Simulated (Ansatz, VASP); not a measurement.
# MgO: VASP beside Ansatz

The input INCAR:

```
  PREC = Accurate
  ENCUT = 600
  EDIFF = 1E-6
  ISMEAR = 0
  SIGMA = 0.05
  LREAL = F
  LASPH = T
  NELM = 120
  ALGO = Normal
  ISIF = 2
  LWAVE = F
  LCHARG = F
  GGA = CA
  NBANDS = 11
  GGA_COMPAT = F
```

KPOINTS

```
Automatic mesh
0
Gamma
  4 4 4
```

File POSCAR:

```
MgO
1.0
    0.0000000000      2.1241500000      2.1241500000
    2.1241500000      0.0000000000      2.1241500000
    2.1241500000      2.1241500000      0.0000000000
Mg O
1 1
Direct
    0.0000000000      0.0000000000      0.0000000000
    0.5000000000      0.5000000000      0.5000000000
```

Input for Ansatz:

```yaml
crystal:
  lattice:
    - [0.0, 2.12415, 2.12415]
    - [2.12415, 0.0, 2.12415]
    - [2.12415, 2.12415, 0.0]
  atoms:
    - { symbol: Mg, position: [0.0, 0.0, 0.0] }
    - { symbol: O, position: [0.5, 0.5, 0.5] }
hamiltonian:
  xc: lda
  pseudopotentials: { kind: paw }
basis:
  ecutwfc: 420
kpoints:
  mp_grid: { grid: [4, 4, 4] }
scf:
  occupations: { method: gaussian, width: 0.05 }
  lower_state_search: "off"
  max_iter: 100
output:
  forces: true
  stress: true
```

Alike in both runs: task single point; functional LDA; k mesh 4 × 4 × 4; occupations gaussian, width 0.05 eV; no spin polarisation.

|  | VASP | Ansatz |
| --- | --- | --- |
| version | VASP 6.6.1 | Ansatz 0.2.0 |
| potentials or method | VASP PAW LDA potentials, release 64 (Mg, O), cutoff 600 eV | PAW, plane waves, scalar-relativistic |
| valence electrons in the cell | 8 | 16 |

Ansatz gave:

```
pressure (GPa) : -9.6
```

Problem. What did VASP give for the same quantities?

Solution. Pressure (GPa): -11.5.

LDA's correlation is that of Perdew and Zunger in VASP and of Perdew and Wang (1992) in Ansatz. VASP's potentials hold 8 valence electrons a cell and Ansatz's 16, so a difference there can come from the potentials and not from the codes.

The k mesh is coarse, so the values compare programs but aren't converged.
